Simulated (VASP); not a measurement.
# H (Fd-3m) in VASP: vibrations by perturbation theory with PBE

Aim: the vibrations by perturbation theory of H with PBE.

All numbers are computed with VASP 6.6.1; they aren't measurements. Logs are shortened: lines on timing, memory, paths and dates and some standing lists are left out, and cuts for length are marked.

## (1) The cell of the first run

It takes space group Fd-3m (No. 227, cubic). Conventional cell: a = 3.015 Å, b = 3.015 Å, c = 3.015 Å, α = 90.00°, β = 90.00°, γ = 90.00°. H (site symmetry -43m) has 4 H at 1.31 Å within 1.7 Å.

## (2) Vibrations by perturbation theory, PBE

Input file INCAR:

```
  PREC = Accurate
  ENCUT = 500
  EDIFF = 1E-8
  ISMEAR = -1
  SIGMA = 0.1
  LREAL = False
  LASPH = True
  NELM = 120
  ALGO = Normal
  ISIF = 2
  LWAVE = False
  LCHARG = False
  GGA = PE
  IBRION = 8
  NSW = 1
  GGA_COMPAT = False
```

Input file KPOINTS:

```
Automatic mesh
0
Gamma
  4 4 4
```

Input file POSCAR:

```
H
1.0
    0.0000000000      1.5072700000      1.5072700000
    1.5072700000      0.0000000000      1.5072700000
    1.5072700000      1.5072700000      0.0000000000
H
2
Direct
    0.0000000000      0.0000000000      0.0000000000
    0.2500000000      0.2500000000      0.2500000000
```

Potentials or basis: VASP PAW PBE potentials, release 64 (H).

Started as:

```bash
$ cat potpaw_PBE.64/H/POTCAR > POTCAR
$ mpirun -np 1 vasp_std > vasp.out
```

OUTCAR:

```text
PREC = Accurate
   ENCUT = 500
   EDIFF = 1E-8
   ISMEAR = -1
   LREAL = False
   LASPH = True
   NELM = 120
   ISIF = 2
   GGA = PE
   IBRION = 8
   NSW = 1

 ion  position               nearest neighbor table
   1  0.000  0.000  0.000-
   2  0.250  0.250  0.250-

  LATTYP: Found a face centered cubic cell.
 ALAT       =     3.0145400000

  Lattice vectors:

 A1 = (   0.0000000000,   1.5072700000,   1.5072700000)
 A2 = (   1.5072700000,   0.0000000000,   1.5072700000)
 A3 = (   1.5072700000,   1.5072700000,   0.0000000000)

Analysis of symmetry for initial positions (statically):
=====================================================================
 Subroutine PRICEL returns:
 Original cell was already a primitive cell.

 Routine SETGRP: Setting up the symmetry group for a
 face centered cubic supercell.

 Subroutine GETGRP returns: Found 48 space group operations
 (whereof 24 operations were pure point group operations)
 out of a pool of 48 trial point group operations.

The static configuration has the point symmetry T_d .
 The point group associated with its full space group is O_h .

Analysis of symmetry for dynamics (positions and initial velocities):
=====================================================================
 Subroutine PRICEL returns:
 Original cell was already a primitive cell.

 Routine SETGRP: Setting up the symmetry group for a
 face centered cubic supercell.

 Subroutine GETGRP returns: Found 48 space group operations
 (whereof 24 operations were pure point group operations)
 out of a pool of 48 trial point group operations.

The dynamic configuration has the point symmetry T_d .
 The point group associated with its full space group is O_h .

 Subroutine INISYM returns: Found 48 space group operations
 (whereof 24 operations are pure point group operations),
 and found     1 'primitive' translations

----------------------------------------------------------------------------------------

                                     Primitive cell

  volume of cell :       6.8486

  direct lattice vectors                    reciprocal lattice vectors
     0.000000000  1.507270000  1.507270000    -0.331725570  0.331725570  0.331725570
     1.507270000  0.000000000  1.507270000     0.331725570 -0.331725570  0.331725570
     1.507270000  1.507270000  0.000000000     0.331725570  0.331725570 -0.331725570

  length of vectors
     2.131601676  2.131601676  2.131601676     0.574565542  0.574565542  0.574565542

  position of ions in fractional coordinates (direct lattice)
     0.000000000  0.000000000  0.000000000
     0.250000000  0.250000000  0.250000000

  ion indices of the primitive-cell ions
   primitive index   ion index
                 1           1
                 2           2

----------------------------------------------------------------------------------------

 KPOINTS: Automatic mesh

Automatic generation of k-mesh.
 Grid dimensions read from file:
 generate k-points for:    4    4    4

 Generating k-lattice:

  Cartesian coordinates                     Fractional coordinates (reciprocal lattice)
    -0.082931393  0.082931393  0.082931393     0.250000000  0.000000000  0.000000000
     0.082931393 -0.082931393  0.082931393     0.000000000  0.250000000  0.000000000
     0.082931393  0.082931393 -0.082931393     0.000000000  0.000000000  0.250000000

  Length of vectors
     0.143641385  0.143641385  0.143641385

  Shift w.r.t. Gamma in fractional coordinates (k-lattice)
     0.000000000  0.000000000  0.000000000

 Subroutine IBZKPT returns following result:
 ===========================================

 Found      8 irreducible k-points:

 Following reciprocal coordinates:
            Coordinates               Weight
  0.000000  0.000000  0.000000      1.000000
  0.250000  0.000000  0.000000      8.000000
  0.500000  0.000000  0.000000      4.000000
  0.250000  0.250000  0.000000      6.000000
  0.500000  0.250000  0.000000     24.000000
 -0.250000  0.250000  0.000000     12.000000
  0.500000  0.500000  0.000000      3.000000
 -0.250000  0.500000  0.250000      6.000000
   k-points           NKPTS =      8   k-points in BZ     NKDIM =      8   number of bands    NBANDS=      5
   number of dos      NEDOS =    301   number of ions     NIONS =      2
   total plane-waves  NPLWV =   4096
   dimension x,y,z NGX =    16 NGY =   16 NGZ =   16
   dimension x,y,z NGXF=    32 NGYF=   32 NGZF=   32
   ions per type =               2
   NGX,Y,Z   is equivalent  to a cutoff of  12.48, 12.48, 12.48 a.u.
   NGXF,Y,Z  is equivalent  to a cutoff of  24.96, 24.96, 24.96 a.u.
 SYSTEM =  unknown system
   PREC   = accura    normal or accurate (medium, high low for compatibility)
   ISTART =      0    job   : 0-new  1-cont  2-samecut
   ICHARG =      2    charge: 1-file 2-atom 10-const
   ISPIN  =      1    spin polarized calculation?
   LNONCOLLINEAR =      F non collinear calculations
   LSORBIT =      F    spin-orbit coupling
   LASPH  =      T    aspherical Exc in radial PAW
   ENCUT  =  500.0 eV  36.75 Ry    6.06 a.u.   3.89  3.89  3.89*2*pi/ulx,y,z
   NELM   =    120;   NELMIN=  2; NELMDL= -5     # of ELM steps
   EDIFF  = 0.1E-07   stopping-criterion for ELM
   LREAL  =      F    real-space projection
   EDIFFG = 0.1E-06   stopping-criterion for IOM
   NSW    =      1    number of steps for IOM
   IBRION =      8    ionic relax: 0-MD 1-quasi-New 2-CG
   NFREE  =      0    steps in history (QN), initial steepest desc. (CG)
   ISIF   =      2    stress and relaxation
   ISYM   =      2    0-nonsym 1-usesym 2-fastsym
   POTIM  = 0.5000    time-step for ionic-motion
   TEBEG  =    0.0;   TEEND  =   0.0 temperature during run
   PSTRESS=    0.0 pullay stress
   NELECT =       2.0000    total number of electrons
   NUPDOWN=      -1.0000    fix difference up-down
   EMIN   =  10.00;   EMAX   =-10.00  energy-range for DOS
   EFERMI =   0.00;   METHOD = LEGACY
   ISMEAR =    -1;   SIGMA  =   0.10  broadening in eV -4-tet -1-fermi 0-gaus
   EFERMI_NEDOS =   21; number of points for ismear=-14 and -15
   IALGO  =     38    algorithm
   IMIX   =      4    mixing-type and parameters
     AMIX     =   0.40;   BMIX     =  1.00
     AMIX_MAG =   1.60;   BMIX_MAG =  1.00
  volume/ion in A,a.u.               =       3.42        23.11
  Fermi-wavevector in a.u.,A,eV,Ry     =   1.086135  2.052497 16.050644  1.179689
  Thomas-Fermi vector in A             =   2.222265
   LORBIT       =      0    0 simple, 1 ext, 2 COOP (PROOUT), +10 PAW based schemes
   GGA     = PE    functional components
   LHFCALC =     F    Hartree Fock is set to
   AEXX    =    0.0000 exact exchange contribution
   IVDW    =     0    specifies the selected vdW correction
   LEPSILON=     F    determine dielectric tensor
   LRPA    =     F    only Hartree local field effects (RPA)
 non-spin polarized calculation
  energy-cutoff  :      500.00
  volume of cell :        6.85
 maximum number of plane-waves:       190
   NGX =  7   NGY =  7   NGZ =  7

--------------------------------------- Ionic step        1  -------------------------------------------

 number of electron       2.0000000 magnetization

 Free energy of the ion-electron system (eV)
  ---------------------------------------------------
  ext. energy  EPLUGINS =         0.00000000
  ---------------------------------------------------
  free energy    TOTEN  =        -5.04225960 eV

  energy without entropy =       -5.01943518  energy(sigma->0) =       -5.03084739

 E-fermi :   2.2982     XC(G=0): -10.2829

 val. band max:        1.5020864869   @ k =   0.5000   0.5000   0.0000
 cond. band min:       2.3582622145   @ k =   0.5000   0.0000   0.0000
 fundamental gap:      0.8561757276
 Fermi energy:         2.2981531338

 k-point     1 :       0.0000    0.0000    0.0000
  band No.  band energies     occupation
      1     -13.3121      2.00000
      2      23.3144      0.00000
      3      32.3379      0.00000
      4      39.1149      0.00000
      5      39.1149      0.00000
[... 49 lines left out ...]
 k-point     8 :      -0.2500    0.5000    0.2500
  band No.  band energies     occupation
      1       2.4864      0.26429
      2       2.4864      0.26429
      3      13.2382      0.00000
      4      13.2382      0.00000
      5      39.9818      0.00000

------------------------ aborting loop because EDIFF is reached ----------------------------------------

  FORCE on cell =-STRESS in cart. coord.  units (eV):
  Direction    XX          YY          ZZ          XY          YZ          ZX
  --------------------------------------------------------------------------------------
  -------------------------------------------------------------------------------------
  Total       -0.0868142     -0.0868142     -0.0868142     -0.0000000      0.0000000      0.0000000
  in kB      -20.3094572    -20.3094572    -20.3094572     -0.0000000      0.0000000      0.0000000
  external PRESSURE =     -20.3094572 kB  Pullay stress =       0.0000000 kB

 VOLUME and BASIS-vectors are now :
 -----------------------------------------------------------------------------
  energy-cutoff  :      500.00
  volume of cell :        6.85
      direct lattice vectors                 reciprocal lattice vectors
     0.000000000  1.507270000  1.507270000    -0.331725570  0.331725570  0.331725570
     1.507270000  0.000000000  1.507270000     0.331725570 -0.331725570  0.331725570
     1.507270000  1.507270000  0.000000000     0.331725570  0.331725570 -0.331725570

 POSITION                                       TOTAL-FORCE (eV/Angst)
 -----------------------------------------------------------------------------------
      0.00000      0.00000      0.00000         0.000000     -0.000000     -0.000000
      0.75364      0.75364      0.75364        -0.000000      0.000000      0.000000
 -----------------------------------------------------------------------------------
    total drift:                                0.000000      0.000000      0.000000

  FREE ENERGIE OF THE ION-ELECTRON SYSTEM (eV)
  ---------------------------------------------------
  free  energy   TOTEN  =        -5.0422595954 eV

  energy  without entropy=       -5.0194351777  energy(sigma->0) =       -5.03084739

[... ionic steps 2 to 3 ...]

--------------------------------------- Ionic step        4  -------------------------------------------

 Free energy of the ion-electron system (eV)
  ---------------------------------------------------
  ---------------------------------------------------
  free energy    TOTEN  =        -0.01684334 eV

  energy without entropy =       -0.01684334

------------------------ aborting loop because EDIFF is reached ----------------------------------------

 INTERNAL STRAIN TENSOR  FOR ION    1  DIRECTION 1   (eV/Angst):
 -----------------------------------------------------------------------------
     0.00022  0.00000  0.00000
     0.00000 -0.00066-13.32975
     0.00000-13.32975 -0.00066

 INTERNAL STRAIN TENSOR FOR ION    2 for displacements in x,y,z  (eV/Angst):
          X           Y           Z          XY          YZ          ZX
  --------------------------------------------------------------------------------
  x     0.00000     0.00000     0.00000     0.00000    13.32975     0.00000
  y     0.00000     0.00000     0.00000     0.00000     0.00000    13.32975
  z     0.00000     0.00000     0.00000    13.32975     0.00000     0.00000

 SECOND DERIVATIVES (NOT SYMMETRIZED)
 ------------------------------------
               1X          1Y          1Z          2X          2Y          2Z
  1X    25.328755    0.000000    0.000000  -25.328755    0.000000    0.000000
  1Y     0.000000   25.328755    0.000000    0.000000  -25.328755    0.000000
  1Z     0.000000    0.000000   25.328755    0.000000    0.000000  -25.328755
  2X   -25.328755    0.000000    0.000000   25.328755    0.000000    0.000000
  2Y     0.000000  -25.328755    0.000000    0.000000   25.328755    0.000000
  2Z     0.000000    0.000000  -25.328755    0.000000    0.000000   25.328755

 Eigenvectors and eigenvalues of the dynamical matrix
 ----------------------------------------------------

   1 f  =    0.000002 THz     0.000012 2PiTHz    0.000064 cm-1     0.000008 meV
             X         Y         Z           dx          dy          dz
      0.000000  0.000000  0.000000     0.000000    0.355298   -0.611362
      0.753635  0.753635  0.753635     0.000000    0.355298   -0.611362

   2 f  =    0.000000 THz     0.000000 2PiTHz    0.000000 cm-1     0.000000 meV
             X         Y         Z           dx          dy          dz
      0.000000  0.000000  0.000000    -0.707107    0.000000    0.000000
      0.753635  0.753635  0.753635    -0.707107    0.000000    0.000000

   3 f/i=    0.000001 THz     0.000006 2PiTHz    0.000034 cm-1     0.000004 meV
             X         Y         Z           dx          dy          dz
      0.000000  0.000000  0.000000     0.000000   -0.611362   -0.355298
      0.753635  0.753635  0.753635     0.000000   -0.611362   -0.355298
[... 11 lines left out ...]
   6 f/i=  111.268605 THz   699.121264 2PiTHz 3711.521153 cm-1   460.169768 meV
             X         Y         Z           dx          dy          dz
      0.000000  0.000000  0.000000     0.000000   -0.289034    0.645337
      0.753635  0.753635  0.753635     0.000000    0.289034   -0.645337

--------------------------------------------------------------------------------------------------------

 ELASTIC MODULI CONTR FROM IONIC RELAXATION (kBar)
 Direction    XX          YY          ZZ          XY          YZ          ZX
 --------------------------------------------------------------------------------
 XX           0.0000      0.0000      0.0000      0.0000      0.0000      0.0000
 YY           0.0000      0.0000      0.0000      0.0000      0.0000      0.0000
 ZZ           0.0000      0.0000      0.0000      0.0000      0.0000      0.0000
 XY           0.0000      0.0000      0.0000      0.0000      0.0000      0.0000
 YZ           0.0000      0.0000      0.0000      0.0000      0.0000      0.0000
 ZX           0.0000      0.0000      0.0000      0.0000      0.0000      0.0000
 --------------------------------------------------------------------------------
```

It took 4.2 s on 1 thread of Intel Xeon 6975P-C, shared host; peak memory 0.11 GiB.

Results:

```
Highest phonon frequency at Γ : 0 cm⁻¹
Most unstable mode            : 3712i cm⁻¹
```

Phonon frequencies in cm⁻¹ (negative: imaginary):
| q point | frequencies |
| --- | --- |
| (0.000, 0.000, 0.000) | -3712 -3712 -3712 0 0 0 |

Caveat: the k points lie up to 0.90 Å⁻¹ apart; the cell wasn't relaxed at this level first, which shifts response properties; some modes are imaginary.
